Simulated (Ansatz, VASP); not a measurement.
Two plane-wave programs on TiAl

```xyz
2
Lattice="2.8369 0.0000 0.0000 -1.4184 2.4568 0.0000 0.0000 0.0000 4.4882" Properties=species:S:1:pos:R:3 pbc="T T T"
Ti    0.0000    0.0000    0.0576
Al    0.0000    1.6379    2.1865
```

Alike in both runs: task single point; functional PBE; k mesh 18 × 18 × 10; occupations gaussian, width 0.1 eV; no spin polarisation.

```csv
,VASP,Ansatz
version,VASP 6.6.1,Ansatz 0.2.0
potentials or method,"VASP PAW PBE potentials, release 64 (Ti_sv, Al), cutoff 520 eV","scalar-relativistic, plane waves, PAW"
valence electrons in the cell,15,15
```

|  | VASP | Ansatz | Ansatz less VASP |
| --- | --- | --- | --- |
| gap on the k mesh at the Fermi level (eV) | none | none | - |
| pressure (GPa) | 9.0 | 9.1 | +0.13 |
| traceless stress, the component that is largest in VASP (GPa) | 3.54 | 3.50 | -0.042 |
| rms of the force components (eV/Å) | 0.632 | 0.631 | -0.0004 |

Atom by atom the forces differ by 0.000 eV/Å (rms over components). A gap of «none» marks a metal or a gap that the smearing closes.
